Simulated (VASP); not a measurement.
# ZnO (zincite) (P6_3mc) in VASP: settings compared, part 2 of 3

VASP 6.6.1.

## Step 4: Single point, PBE

Contents of INCAR:

```
ALGO = Normal ; EDIFF = 1E-6
ENCUT = 910 ; GGA = PE
GGA_COMPAT = False ; ISIF = 2
ISMEAR = 0 ; LASPH = True
LCHARG = False ; LREAL = False
LWAVE = False ; NBANDS = 26
NELM = 120 ; PREC = Accurate
SIGMA = 0.027000000000000003
```

Contents of KPOINTS:

```
k-points
0
Gamma
  9 9 5
```

Contents of POSCAR:

```
ZnO
1.0
    3.2493080000      0.0000000000      0.0000000000
   -1.6246540000      2.8139832727      0.0000000000
    0.0000000000      0.0000000000      5.2057090000
Zn O
2 2
Direct
    0.6666666667      0.3333333333      0.0000000000
    0.3333333333      0.6666666667      0.5000000000
    0.3333333333      0.6666666667      0.8790100000
    0.6666666667      0.3333333333      0.3790100000
```

Potentials or basis: VASP PAW PBE potentials, release 64 (Zn, O_h).

Command:

```sh
$ cat potpaw_PBE.64/Zn/POTCAR potpaw_PBE.64/O_h/POTCAR > POTCAR
$ mpirun -np 1 vasp_std > vasp.out
```

OUTCAR:

```text
EDIFF = 1E-6
   ENCUT = 910
   GGA = PE
   ISIF = 2
   ISMEAR = 0
   LASPH = True
   LREAL = False
   NELM = 120
   PREC = Accurate

 ion  position               nearest neighbor table
   1  0.667  0.333  0.000-   4 1.97   3 1.98   3 1.98   3 1.98
   2  0.333  0.667  0.500-   3 1.97   4 1.98   4 1.98   4 1.98
   3  0.333  0.667  0.879-   2 1.97   1 1.98   1 1.98   1 1.98
   4  0.667  0.333  0.379-   1 1.97   2 1.98   2 1.98   2 1.98

  LATTYP: Found a hexagonal cell.
 ALAT       =     3.2493080000
 C/A-ratio  =     1.6020977390

  Lattice vectors:

 A1 = (   3.2493080000,   0.0000000000,   0.0000000000)
 A2 = (  -1.6246540000,   2.8139832727,   0.0000000000)
 A3 = (   0.0000000000,   0.0000000000,   5.2057090000)

Analysis of symmetry for initial positions (statically):
=====================================================================
 Subroutine PRICEL returns:
 Original cell was already a primitive cell.

 Routine SETGRP: Setting up the symmetry group for a
 hexagonal supercell.

 Subroutine GETGRP returns: Found 12 space group operations
 (whereof  6 operations were pure point group operations)
 out of a pool of 24 trial point group operations.

The static configuration has the point symmetry C_3v.
 The point group associated with its full space group is C_6v.

Analysis of symmetry for dynamics (positions and initial velocities):
=====================================================================
 Subroutine PRICEL returns:
 Original cell was already a primitive cell.

 Routine SETGRP: Setting up the symmetry group for a
 hexagonal supercell.

 Subroutine GETGRP returns: Found 12 space group operations
 (whereof  6 operations were pure point group operations)
 out of a pool of 24 trial point group operations.

The dynamic configuration has the point symmetry C_3v.
 The point group associated with its full space group is C_6v.

 Subroutine INISYM returns: Found 12 space group operations
 (whereof  6 operations are pure point group operations),
 and found     1 'primitive' translations

----------------------------------------------------------------------------------------

                                     Primitive cell

  volume of cell :      47.5984

  direct lattice vectors                    reciprocal lattice vectors
     3.249308000  0.000000000  0.000000000     0.307757836  0.177684070  0.000000000
    -1.624654000  2.813983273  0.000000000     0.000000000  0.355368139  0.000000000
     0.000000000  0.000000000  5.205709000     0.000000000  0.000000000  0.192096792

  length of vectors
     3.249308000  3.249308000  5.205709000     0.355368139  0.355368139  0.192096792

  position of ions in fractional coordinates (direct lattice)
     0.666666667  0.333333333  0.000000000
     0.333333333  0.666666667  0.500000000
     0.333333333  0.666666667  0.879010000
     0.666666667  0.333333333  0.379010000

  ion indices of the primitive-cell ions
   primitive index   ion index
                 1           1
                 2           2
                 3           3
                 4           4

----------------------------------------------------------------------------------------

 KPOINTS: k-points

Automatic generation of k-mesh.
 Grid dimensions read from file:
 generate k-points for:    9    9    5

 Generating k-lattice:

  Cartesian coordinates                     Fractional coordinates (reciprocal lattice)
     0.034195315  0.019742674  0.000000000     0.111111111  0.000000000  0.000000000
     0.000000000  0.039485349  0.000000000     0.000000000  0.111111111  0.000000000
     0.000000000  0.000000000  0.038419358     0.000000000  0.000000000  0.200000000

  Length of vectors
     0.039485349  0.039485349  0.038419358

  Shift w.r.t. Gamma in fractional coordinates (k-lattice)
     0.000000000  0.000000000  0.000000000

 Subroutine IBZKPT returns following result:
 ===========================================

 Found     36 irreducible k-points:

 Following reciprocal coordinates:
            Coordinates               Weight
  0.000000  0.000000  0.000000      1.000000
  0.111111  0.000000  0.000000      6.000000
  0.222222  0.000000  0.000000      6.000000
  0.333333  0.000000  0.000000      6.000000
  0.444444  0.000000  0.000000      6.000000
  0.111111  0.111111  0.000000      6.000000
[... 16 lines left out ...]
  0.333333  0.222222  0.200000     24.000000
  0.333333  0.333333  0.200000      4.000000
 [... further k-points ...]
   k-points           NKPTS =     36   k-points in BZ     NKDIM =     36   number of bands    NBANDS=     26
   number of dos      NEDOS =    301   number of ions     NIONS =      4
   total plane-waves  NPLWV =  55296
   dimension x,y,z NGX =    32 NGY =   32 NGZ =   54
   dimension x,y,z NGXF=    64 NGYF=   64 NGZF=  108
   ions per type =               2   2
   NGX,Y,Z   is equivalent  to a cutoff of  16.37, 16.37, 17.25 a.u.
   NGXF,Y,Z  is equivalent  to a cutoff of  32.74, 32.74, 34.49 a.u.
 SYSTEM =  unknown system
   PREC   = accura    normal or accurate (medium, high low for compatibility)
   ISTART =      0    job   : 0-new  1-cont  2-samecut
   ICHARG =      2    charge: 1-file 2-atom 10-const
   ISPIN  =      1    spin polarized calculation?
   LNONCOLLINEAR =      F non collinear calculations
   LSORBIT =      F    spin-orbit coupling
   LASPH  =      T    aspherical Exc in radial PAW
   ENCUT  =  910.0 eV  66.88 Ry    8.18 a.u.   7.99  7.99 12.80*2*pi/ulx,y,z
   NELM   =    120;   NELMIN=  2; NELMDL= -5     # of ELM steps
   EDIFF  = 0.1E-05   stopping-criterion for ELM
   LREAL  =      F    real-space projection
   EDIFFG = 0.1E-04   stopping-criterion for IOM
   NSW    =      0    number of steps for IOM
   IBRION =     -1    ionic relax: 0-MD 1-quasi-New 2-CG
   NFREE  =      0    steps in history (QN), initial steepest desc. (CG)
   ISIF   =      2    stress and relaxation
   ISYM   =      2    0-nonsym 1-usesym 2-fastsym
   POTIM  = 0.5000    time-step for ionic-motion
   TEBEG  =    0.0;   TEEND  =   0.0 temperature during run
   PSTRESS=    0.0 pullay stress
   NELECT =      36.0000    total number of electrons
   NUPDOWN=      -1.0000    fix difference up-down
   EMIN   =  10.00;   EMAX   =-10.00  energy-range for DOS
   EFERMI =   0.00;   METHOD = LEGACY
   ISMEAR =     0;   SIGMA  =   0.03  broadening in eV -4-tet -1-fermi 0-gaus
   EFERMI_NEDOS =   21; number of points for ismear=-14 and -15
   IALGO  =     38    algorithm
   IMIX   =      4    mixing-type and parameters
     AMIX     =   0.40;   BMIX     =  1.00
     AMIX_MAG =   1.60;   BMIX_MAG =  1.00
  volume/ion in A,a.u.               =      11.90        80.30
  Fermi-wavevector in a.u.,A,eV,Ry     =   1.491574  2.818667 30.270160  2.224794
  Thomas-Fermi vector in A             =   2.604212
   LORBIT       =      0    0 simple, 1 ext, 2 COOP (PROOUT), +10 PAW based schemes
   GGA     = PE    functional components
   LHFCALC =     F    Hartree Fock is set to
   AEXX    =    0.0000 exact exchange contribution
   IVDW    =     0    specifies the selected vdW correction
   LEPSILON=     F    determine dielectric tensor
   LRPA    =     F    only Hartree local field effects (RPA)
 non-spin polarized calculation
 Gauss-broadening in eV      SIGMA  =   0.03
  energy-cutoff  :      910.00
  volume of cell :       47.60
 maximum number of plane-waves:      2983
 NGX is ok and might be reduce to    32
   NGX = 15   NGY = 15   NGZ = 25

 number of electron      35.9999997 magnetization

 Free energy of the ion-electron system (eV)
  ---------------------------------------------------
  ext. energy  EPLUGINS =         0.00000000
  ---------------------------------------------------
  free energy    TOTEN  =       -17.83541073 eV

  energy without entropy =      -17.83541073  energy(sigma->0) =      -17.83541073

 E-fermi :   1.6315     XC(G=0): -10.9145

 val. band max:        1.5222702915   @ k =   0.0000   0.0000   0.0000
 cond. band min:       2.3136988635   @ k =   0.0000   0.0000   0.0000
 fundamental gap:      0.7914285720
 Fermi energy:         1.6314857150

 k-point     1 :       0.0000    0.0000    0.0000
  band No.  band energies     occupation
      1     -16.5653      2.00000
      2     -15.8344      2.00000
      3      -4.1648      2.00000
      4      -4.1648      2.00000
      5      -4.1253      2.00000
      6      -4.1038      2.00000
[... 18 lines left out ...]
     25      15.6522      0.00000
     26      15.6522      0.00000
[... 644 lines left out ...]
      4      -3.9646      2.00000
      5      -3.9646      2.00000
      6      -3.5989      2.00000
[... 18 lines left out ...]
     25      15.0753      0.00000
     26      16.1103      0.00000

 [... further k-points ...]
[... 5 lines left out ...]
  --------------------------------------------------------------------------------------
  -------------------------------------------------------------------------------------
  Total        1.5051669      1.5051669      2.0260103     -0.0000000      0.0000000      0.0000000
  in kB       50.6644065     50.6644065     68.1961642     -0.0000000      0.0000000      0.0000000
  external PRESSURE =      56.5083257 kB  Pullay stress =       0.0000000 kB

 VOLUME and BASIS-vectors are now :
 -----------------------------------------------------------------------------
  energy-cutoff  :      910.00
  volume of cell :       47.60
      direct lattice vectors                 reciprocal lattice vectors
     3.249308000  0.000000000  0.000000000     0.307757836  0.177684070  0.000000000
    -1.624654000  2.813983273  0.000000000     0.000000000  0.355368139  0.000000000
     0.000000000  0.000000000  5.205709000     0.000000000  0.000000000  0.192096792

 POSITION                                       TOTAL-FORCE (eV/Angst)
 -----------------------------------------------------------------------------------
      1.62465      0.93799      0.00000        -0.000000      0.000000     -0.073667
     -0.00000      1.87599      2.60285         0.000000     -0.000000     -0.073667
     -0.00000      1.87599      4.57587        -0.000000     -0.000000      0.073667
      1.62465      0.93799      1.97302         0.000000     -0.000000      0.073667
 -----------------------------------------------------------------------------------
    total drift:                                0.000000     -0.000000     -0.000389

  FREE ENERGIE OF THE ION-ELECTRON SYSTEM (eV)
  ---------------------------------------------------
  free  energy   TOTEN  =       -17.8354107293 eV

  energy  without entropy=      -17.8354107293  energy(sigma->0) =      -17.83541073
```

stdout:

```text
POSCAR found type information on POSCAR ZnO
 POSCAR found :  2 types and       4 ions
 scaLAPACK will be used
 LDA part: xc-table for (Slater+PW92), standard interpolation
 POSCAR, INCAR and KPOINTS ok, starting setup
 FFT: planning ... GRIDC
 FFT: planning ... GRID_SOFT
 FFT: planning ... GRID
 WAVECAR not read
 entering main loop
```

Wall time 38 s (1 thread of Intel Xeon 6975P-C (Granite Rapids), shared host); peak memory 0.27 GiB.

Results:

```
Free energy            : -17.8354 eV
Pressure               : 5.7 GPa
Largest force          : 0.074 eV/Å
Band gap on the k mesh : 0.79 eV, direct
```

Forces on the atoms (eV/Å):
```
Zn   0.000  0.000 -0.074
Zn   0.000  0.000 -0.074
O    0.000  0.000  0.074
O    0.000  0.000  0.074
```

Levels at points of the mesh, in eV from the valence-band top:
```tsv
k point	band 16	band 17	band 18	band 19	band 20	band 21
(0.00, 0.00, 0.00)	-0.07	0.00	0.00	0.79	5.21	8.27
```

Caveat: the cutoff is under 1.25 times the usual one of these potentials, so pressure, stress and relaxed cells hold a basis-set (Pulay) error.

## Step 5: Single point, PBEsol+D3(BJ)

This run uses another cell than the first one, of 11.19 Å³/atom, 0.940 times its volume.

Contents of INCAR:

```
SYSTEM = ZnO
ALGO = Normal
EDIFF = 1E-6
ENCUT = 520
GGA = PS
ISIF = 2
ISMEAR = -1
IVDW = 12
LASPH = .True.
LCHARG = .False.
LREAL = .False.
LWAVE = .False.
NBANDS = 26
NELM = 100
PREC = Accurate
SIGMA = 0.05
```

Contents of KPOINTS:

```
k-points
0
Gamma
  9 9 5
  0 0 0
```

Contents of POSCAR:

```
ZnO
1.0
    3.1829769797      0.0000000000      0.0000000000
   -1.5914884899      2.7565389241      0.0000000000
    0.0000000000      0.0000000000      5.0994402224
Zn O
2 2
Direct
    0.6666666667      0.3333333333      0.0000000000
    0.3333333333      0.6666666667      0.5000000000
    0.3333333333      0.6666666667      0.8790100000
    0.6666666667      0.3333333333      0.3790100000
```

Potentials or basis: VASP PAW PBE potentials, release 64 (Zn, O).

Command:

```sh
$ cat potpaw_PBE.64/Zn/POTCAR potpaw_PBE.64/O/POTCAR > POTCAR
$ mpirun -np 1 vasp_std > vasp.out
```

OUTCAR:

```text
SYSTEM = ZnO
   EDIFF = 1E-6
   ENCUT = 520
   GGA = PS
   ISIF = 2
   ISMEAR = -1
   IVDW = 12
   LASPH = .True.
   LREAL = .False.
   NELM = 100
   PREC = Accurate
 IVDW          = 12

 ion  position               nearest neighbor table
   1  0.667  0.333  0.000-   4 1.93   3 1.94   3 1.94   3 1.94
   2  0.333  0.667  0.500-   3 1.93   4 1.94   4 1.94   4 1.94
   3  0.333  0.667  0.879-   2 1.93   1 1.94   1 1.94   1 1.94
   4  0.667  0.333  0.379-   1 1.93   2 1.94   2 1.94   2 1.94

  LATTYP: Found a hexagonal cell.
 ALAT       =     3.1829769797
 C/A-ratio  =     1.6020977390

  Lattice vectors:

 A1 = (   3.1829769797,   0.0000000000,   0.0000000000)
 A2 = (  -1.5914884899,   2.7565389241,   0.0000000000)
 A3 = (   0.0000000000,   0.0000000000,   5.0994402224)

Analysis of symmetry for initial positions (statically):
=====================================================================
 Subroutine PRICEL returns:
 Original cell was already a primitive cell.

 Routine SETGRP: Setting up the symmetry group for a
 hexagonal supercell.

 Subroutine GETGRP returns: Found 12 space group operations
 (whereof  6 operations were pure point group operations)
 out of a pool of 24 trial point group operations.

The static configuration has the point symmetry C_3v.
 The point group associated with its full space group is C_6v.

Analysis of symmetry for dynamics (positions and initial velocities):
=====================================================================
 Subroutine PRICEL returns:
 Original cell was already a primitive cell.

 Routine SETGRP: Setting up the symmetry group for a
 hexagonal supercell.

 Subroutine GETGRP returns: Found 12 space group operations
 (whereof  6 operations were pure point group operations)
 out of a pool of 24 trial point group operations.
[... 121 lines left out ...]
   ISMEAR =    -1;   SIGMA  =   0.05  broadening in eV -4-tet -1-fermi 0-gaus
   EFERMI_NEDOS =   21; number of points for ismear=-14 and -15
   IALGO  =     38    algorithm
   IMIX   =      4    mixing-type and parameters
     AMIX     =   0.40;   BMIX     =  1.00
     AMIX_MAG =   1.60;   BMIX_MAG =  1.00
  volume/ion in A,a.u.               =      11.19        75.48
  Fermi-wavevector in a.u.,A,eV,Ry     =   1.522658  2.877406 31.544924  2.318487
  Thomas-Fermi vector in A             =   2.631207
   LORBIT       =      0    0 simple, 1 ext, 2 COOP (PROOUT), +10 PAW based schemes
   GGA     = PS    functional components
   LHFCALC =     F    Hartree Fock is set to
   AEXX    =    0.0000 exact exchange contribution
   IVDW    =    12    specifies the selected vdW correction
   LEPSILON=     F    determine dielectric tensor
   LRPA    =     F    only Hartree local field effects (RPA)
 non-spin polarized calculation
  energy-cutoff  :      520.00
  volume of cell :       44.74
 maximum number of plane-waves:      1228
 NGX is ok and might be reduce to    24
   NGX = 11   NGY = 11   NGZ = 19

 number of electron      35.9999989 magnetization

 Free energy of the ion-electron system (eV)
  ---------------------------------------------------
  ext. energy  EPLUGINS =         0.00000000
  ---------------------------------------------------
  free energy    TOTEN  =       -19.33050245 eV

  energy without entropy =      -19.33049829  energy(sigma->0) =      -19.33050037

 E-fermi :   2.0568     XC(G=0): -11.5221

 val. band max:        1.6330147695   @ k =   0.0000   0.0000   0.0000
 cond. band min:       2.4074057568   @ k =   0.0000   0.0000   0.0000
 fundamental gap:      0.7743909874
 Fermi energy:         2.0567665424

 k-point     1 :       0.0000    0.0000    0.0000
  band No.  band energies     occupation
      1     -16.9355      2.00000
      2     -16.0810      2.00000
      3      -4.5820      2.00000
      4      -4.4064      2.00000
      5      -4.4064      2.00000
      6      -4.3586      2.00000
[... 685 lines left out ...]
     25      15.2185      0.00000
     26      16.6996      0.00000

 [... further k-points ...]

------------------------ aborting loop because EDIFF is reached ----------------------------------------

 Edisp (eV)   -0.77942

 E8    (eV) :    -0.4667

  FORCE on cell =-STRESS in cart. coord.  units (eV):
  Direction    XX          YY          ZZ          XY          YZ          ZX
  --------------------------------------------------------------------------------------
  -------------------------------------------------------------------------------------
  Total       1.67855     1.67855     2.25222    -0.00000    -0.00000     0.00000
  in kB      60.10698    60.10698    80.64924    -0.00000    -0.00000     0.00000
  external pressure =       66.95 kB  Pullay stress =        0.00 kB

 VOLUME and BASIS-vectors are now :
 -----------------------------------------------------------------------------
  energy-cutoff  :      520.00
  volume of cell :       44.74
      direct lattice vectors                 reciprocal lattice vectors
     3.182976980  0.000000000  0.000000000     0.314171295  0.181386882  0.000000000
    -1.591488490  2.756538924  0.000000000     0.000000000  0.362773764  0.000000000
     0.000000000  0.000000000  5.099440222     0.000000000  0.000000000  0.196099955

 POSITION                                       TOTAL-FORCE (eV/Angst)
 -----------------------------------------------------------------------------------
      1.59149      0.91885      0.00000         0.000000      0.000000     -0.088473
     -0.00000      1.83769      2.54972        -0.000000     -0.000000     -0.088473
     -0.00000      1.83769      4.48246         0.000000     -0.000000      0.088473
      1.59149      0.91885      1.93274        -0.000000      0.000000      0.088473
 -----------------------------------------------------------------------------------
    total drift:                                0.000001      0.000001      0.000246

  FREE ENERGIE OF THE ION-ELECTRON SYSTEM (eV)
  ---------------------------------------------------
  free  energy   TOTEN  =       -20.1099175954 eV

  energy  without entropy=      -20.1099134356  energy(sigma->0) =      -20.10991552
```

Run time: 38 s. Hardware: 1 thread of Intel Xeon Platinum 8259CL at 2.50GHz (Skylake/Cascade Lake), shared host; peak memory 0.19 GiB.

What came out:

```yaml
Free_energy: -20.1099 eV
Pressure: 6.7 GPa
Largest_force: 0.088 eV/Å
Band_gap_on_the_k_mesh: 0.77 eV, direct
Dispersion_energy_per_atom: -0.195 eV
```

Forces on the atoms (eV/Å):
```
Zn   0.000  0.000 -0.088
Zn   0.000  0.000 -0.088
O    0.000  0.000  0.088
O    0.000  0.000  0.088
```

Stress tensor (GPa, compression positive):
```
6.01 0.00 0.00
0.00 6.01 0.00
0.00 0.00 8.06
```

Caveat: the PAW data sets were made with another functional, which shifts forces and pressure a little.

(Continued in part 3 of 3.)
